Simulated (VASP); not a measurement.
Set up this calculation in VASP 6.6.1, as the native input.

```yaml
Task: single point
Functional: PBEsol
Potentials_or_basis: VASP PAW PBE potentials, release 64 (Al, N)
Cutoff: 520 eV
k_mesh: 10 × 10 × 10
Occupations: gaussian, width 0.05 eV
Spin: no spin polarisation
Dipole_correction: no
Further_INCAR_settings: ALGO = Normal; EDIFF = 1e-06; NBANDS = 11
```

The structure of AlN lies in POSCAR:

```
AlN
1.0
   -0.0404454407      1.9818265923      1.9818265923
    1.9818265923     -0.0404454407      1.9818265923
    2.0222720330      2.0222720330     -0.0808908813
Al N
1 1
Direct
    0.5000000000      0.5000000000      0.5000000000
    0.0000000000      0.0000000000      0.0000000000
```

This cell differs from its parent crystal: engineering shear strain xz -0.0400, engineering shear strain yz -0.0400.

These files were run (other wordings do the same):

INCAR

```
  PREC = Accurate
  ENCUT = 520
  EDIFF = 1E-6
  ISMEAR = 0
  SIGMA = 0.05
  LREAL = F
  LASPH = T
  NELM = 60
  ALGO = Normal
  ISIF = 2
  LWAVE = F
  LCHARG = F
  GGA = PS
  NBANDS = 11
```

KPOINTS

```
regular mesh
0
Gamma
  10 10 10
```

Potentials or basis: VASP PAW PBE potentials, release 64 (Al, N).

Run with:

```sh
$ cat potpaw_PBE.64/Al/POTCAR potpaw_PBE.64/N/POTCAR > POTCAR
$ mpirun -np 1 vasp_std > vasp.out
```

Results of the run:

The pressure is 0.4 GPa and the band gap on the k mesh is 3.74 eV, indirect (least direct gap 5.15 eV).

Caveat: the cell differs from its parent crystal (engineering shear strain xz -0.0400, engineering shear strain yz -0.0400); the PAW data sets were made with another functional, which shifts forces and pressure a little.

Wall time 26 s on 1 thread of Intel(R) Xeon(R) Platinum 8488C (Sapphire Rapids) (shared host), peak memory 0.16 GiB.
